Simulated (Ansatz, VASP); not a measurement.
Si2Mo: VASP beside Ansatz

```
CELL_PARAMETERS angstrom
-1.60828 1.60828 3.93673
1.60828 -1.60828 3.93673
1.60828 1.60828 -3.93673
ATOMIC_POSITIONS crystal
Mo 0.00000 0.00000 0.00000
Si 0.33508 0.33508 0.00000
Si 0.66492 0.66492 0.00000
```

Alike in both runs: functional PBE; k mesh 15 × 15 × 15; occupations fermi-dirac, width 0.08 eV; no spin polarisation.

Ansatz relaxed the structure, and its values are those at the end. VASP's run is a single point on that final structure, the one shown.

|  | VASP | Ansatz |
| --- | --- | --- |
| version | VASP 6.6.1 | Ansatz 0.2.0 |
| potentials or method | VASP PAW PBE potentials, release 64 (Mo_sv, Si) | PAW with Ansatz's default frozen-core files, scalar-relativistic |
| plane-wave cutoff (eV) | 520 | 420 |
| valence electrons in the cell | 22 | 22 |

Ansatz gave:

- pressure (GPa): 0.0

Problem. What did VASP give for the same quantities?

Solution. Pressure (GPa): 0.2.

The functional is the same, so the differences come from potentials, cutoffs and numerics.
